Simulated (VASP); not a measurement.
# SnO2 (Cassiterite): single point with PBE

SnO2 (Cassiterite):

```xyz
6
Lattice="4.7694 0.0000 0.0000 0.0000 4.7694 0.0000 0.0000 0.0000 3.2076" Properties=species:S:1:pos:R:3 pbc="T T T"
Sn    0.0000    0.0000    0.0000
Sn    2.3847    2.3847    1.6038
O     1.4580    1.4580    0.0000
O     0.9267    3.8427    1.6038
O     3.3114    3.3114    0.0000
O     3.8427    0.9267    1.6038
```

This cell differs from its parent crystal: volume scaled by 1.02, then relaxed in part.

| Quantity | Value |
| --- | --- |
| Program | VASP 6.6.1 |
| Task | single point |
| Functional | PBE |
| Potentials or basis | VASP PAW PBE potentials, release 64 (Sn_d, O) |
| Cutoff | 520 eV |
| k mesh | 7 × 7 × 9 |
| Occupations | fermi-dirac, width 0.02 eV |
| Spin | no spin polarisation |

```json
{
 "Pressure": "7.0 GPa",
 "Largest force": "0.003 eV/Å",
 "Band gap on the k mesh": "1.01 eV, direct"
}
```

Forces on the atoms (eV/Å):
```
Sn   0.000  0.000  0.000
Sn   0.000  0.000  0.000
O    0.002  0.002  0.000
O   -0.002  0.002  0.000
O   -0.002 -0.002  0.000
O    0.002 -0.002  0.000
```

Stress tensor (GPa, compression positive):
```
6.55 0.00 0.00
0.00 6.55 0.00
0.00 0.00 8.00
```

Levels at points of the mesh, in eV from the valence-band top:
```csv
k point,band 22,band 23,band 24,band 25,band 26,band 27,band 28,band 29,band 30,band 31
"(0.00, 0.00, 0.00)",-1.25,-1.25,-0.77,-0.77,0.00,1.01,6.01,6.22,6.22,10.34
```

Wall time 38 s on 1 thread of Intel(R) Xeon(R) 6975P-C (Granite Rapids) (shared host), peak memory 0.23 GiB.

Caveat: spin-orbit coupling is left out, which moves the levels of the heavy elements.
